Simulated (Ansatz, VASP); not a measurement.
**Two plane-wave programs on MgSe**

Contents of POSCAR:

```
MgSe
1.0
    0.0000000000      2.7362756101      2.7362756101
    2.7362756101      0.0000000000      2.7362756101
    2.7362756101      2.7362756101      0.0000000000
Mg Se
1 1
Direct
    0.0000000000      0.0000000000      0.0000000000
    0.5000000000      0.5000000000      0.5000000000
```

The input INCAR.step1:

```
  PREC = Accurate
  ENCUT = 660
  ISMEAR = 0
  SIGMA = 0.01
  LREAL = F
  LASPH = T
  NELM = 120
  NBANDS = 11
  GGA = PE
  ALGO = Normal
  EDIFF = 1E-5
  LWAVE = T
  LCHARG = F
  GGA_COMPAT = F
```

Contents of INCAR.step2:

```
  PREC = Accurate
  ENCUT = 660
  EDIFF = 1E-6
  ISMEAR = 0
  SIGMA = 0.01
  LREAL = F
  LASPH = T
  NELM = 120
  ALGO = Normal
  ISIF = 2
  LWAVE = F
  LCHARG = T
  METAGGA = R2SCAN
  LMIXTAU = T
  LELF = T
  LVHAR = T
  NBANDS = 11
  ISTART = 1
  GGA_COMPAT = F
```

KPOINTS

```
regular mesh
0
Gamma
  8 8 8
```

Input for Ansatz:

```yaml
crystal:
  lattice:
    - [0.0, 2.7362756101, 2.7362756101]
    - [2.7362756101, 0.0, 2.7362756101]
    - [2.7362756101, 2.7362756101, 0.0]
  atoms:
    - { symbol: Mg, position: [0.0, 0.0, 0.0] }
    - { symbol: Se, position: [0.5, 0.5, 0.5] }
kpoints:
  mp_grid: { grid: [8, 8, 8] }
  band_path:
    path:
      - [0.0, 0.0, 0.0]
      - [0.5, 0.0, 0.5]
      - [0.625, 0.25, 0.625]
      - [0.375, 0.375, 0.75]
      - [0.5, 0.5, 0.5]
      - [0.5, 0.25, 0.75]
      - [0.0, 0.5, 0.5]
    npoints: 1
hamiltonian:
  xc: r2scan
scf:
  occupations: { method: fixed }
  n_extra_bands: 4
output:
  forces: true
  stress: true
  eigenvalues: true
```

Alike in both runs: task single point; functional r2SCAN; k mesh 8 × 8 × 8; no spin polarisation.

|  | VASP | Ansatz |
| --- | --- | --- |
| version | VASP 6.6.1 | Ansatz 0.2.0 |
| potentials or method | VASP PAW PBE potentials, release 64 (Mg, Se) | plane waves, PAW |
| plane-wave cutoff (eV) | 660 | 500 |
| occupations | gaussian, width 0.01 eV | fixed |
| valence electrons in the cell | 8 | 26 |

|  | VASP | Ansatz | Ansatz less VASP |
| --- | --- | --- | --- |
| gap on the k mesh at the Fermi level (eV) | 2.44 | 2.48 | +0.037 |
| pressure (GPa) | -0.3 | 0.0 | +0.30 |

VASP's potentials were made for PBE, not for r2SCAN. VASP's potentials hold 8 valence electrons a cell and Ansatz's 26, so a difference there can come from the potentials and not from the codes.
